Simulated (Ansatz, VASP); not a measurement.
## One calculation of GaB2As3, two programs

```xyz
6
Lattice="3.5827 0.0000 0.0000 -1.7913 3.1027 0.0000 0.0000 0.0000 8.9262" Properties=species:S:1:pos:R:3 pbc="T T T"
B     0.0000    0.0000   -0.1029
B     1.7913    1.0342    6.0910
Ga    0.0000    2.0685    3.0002
As    1.7913    1.0342    8.1652
As    0.0000    2.0685    5.4300
As    0.0000    0.0000    1.9636
```

Alike in both runs: task single point; functional PBE0; k mesh 6 × 6 × 2; no spin polarisation.

|  | VASP | Ansatz |
| --- | --- | --- |
| version | VASP 6.6.1 | Ansatz 0.2.0 |
| potentials or method | VASP PAW PBE potentials, release 64 (B, Ga_d, As) | plane waves, PAW |
| plane-wave cutoff (eV) | 520 | 420 |
| occupations | gaussian, width 0.01 eV | fixed |
| valence electrons in the cell | 34 | 64 |

```tsv
	VASP	Ansatz	Ansatz less VASP
gap on the k mesh at the Fermi level (eV)	1.65	1.62	-0.030
pressure (GPa)	-0.7	-0.5	+0.22
rms of the force components (eV/Å)	0.042	0.046	+0.0048
```

Atom by atom the forces differ by 0.009 eV/Å (rms over components). VASP's potentials hold 34 valence electrons a cell and Ansatz's 64, so a difference there can come from the potentials and not from the codes. Ansatz's warnings: stress exchange threshold loose, stress scf threshold loose.
